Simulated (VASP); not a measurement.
Crystal: CoO.

```
Co O
1.0
     0.00000    2.08799    2.08799
     2.08799    0.00000    2.08799
     2.08799    2.08799    0.00000
Co O
1 1
Direct
  0.00000 0.00000 0.00000
  0.50000 0.50000 0.50000
```

This cell differs from its parent crystal: volume scaled by 0.94.

Base run:

* Program: VASP 6.6.1
* Functional: PBEsol
* Potentials or basis: VASP PAW PBE potentials, release 64 (Co, O)
* Cutoff: 520 eV
* k mesh: 11 × 11 × 11
* Occupations: fermi-dirac, width 0.05 eV
* Spin: collinear spin, ferromagnetic start
* Starting moments: [2.0, 0.0] μB

Its results: pressure -1.2 GPa; net moment 2.78 μB per cell; site moments Co +2.45; O +0.28 μB.

The run is repeated on the same cell with these changes: functional from PBEsol to revPBE; further incar settings from ALGO = Normal; EDIFF = 1e-07; NBANDS = 18 to ALGO = Normal; EDIFF = 1e-06; NBANDS = 18. What comes out?

Pressure 13.7 GPa; net moment 2.76 μB per cell; site moments Co +2.46; O +0.26 μB.

Caveats: the PAW data sets were made with another functional, which shifts forces and pressure a little; a cell with one magnetic atom can't hold antiferromagnetic order, which such compounds often take.
